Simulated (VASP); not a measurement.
Runs of VASP 6.6.1 on ZnO. The structure is that of space group Fm-3m (No. 225), or close to it. The cells are those of the table. 

| task | level | potentials or basis | cell | cutoff (eV) | smearing | second run | gap on the mesh (eV) | pressure (GPa) |
| --- | --- | --- | --- | --- | --- | --- | --- | --- |
| single point | PBE | VASP PAW PBE potentials, release 64 (Zn, O_h) | a = 3.062 Å, angles 60.0°, 2 atoms | 910 | gaussian 0.02 eV | hard_potentials | (c) | 0.7 |
| single point | PBE | VASP PAW PBE potentials, release 64 (Zn, O_h) | a = 2.967 Å, angles 60.0°, 2 atoms | 910 | gaussian 0.02 eV | hard_potentials | 1.16 | 20.6 |
| single point | PBE | VASP PAW PBE potentials, release 64 (Zn, O) | a = 2.934 Å, angles 60.0°, 2 atoms | 520 | gaussian 0.02 eV | - | 1.33 | 30.1 |
| single point | PBE+D3(BJ) | VASP PAW PBE potentials, release 64 (Zn, O) | a = 2.967 Å, angles 60.0°, 2 atoms | 520 | gaussian 0.02 eV | - | 1.16 | 15.7 |
| single point | LDA | VASP PAW LDA potentials, release 64 (Zn, O_h) | a = 3.062 Å, angles 60.0°, 2 atoms | 910 | gaussian 0.02 eV | hard_potentials | 0.71 | -13.4 |
| single point | PBE+D3(BJ) | VASP PAW PBE potentials, release 64 (Zn, O_h) | a = 2.967 Å, angles 60.0°, 2 atoms | 910 | gaussian 0.02 eV | hard_potentials | 1.16 | (b) |
| relaxation of cell and atoms | PBE | VASP PAW PBE potentials, release 64 (Zn, O) | relaxed from a = 3.062 Å, angles 60.0°, 2 atoms | 600 | gaussian 0.02 eV | - | (a) | 0.0 |

Alike in all rows: no spin polarisation; k mesh 12 × 12 × 12.

Q: Estimate the missing entries.

A: (a) 0.70; (b) 15.4; (c) 0.72.

Caveats: the cutoff is under 1.25 times the usual one of these potentials, so pressure, stress and relaxed cells hold a basis-set (Pulay) error (some runs).

A k mesh can miss the band edges.
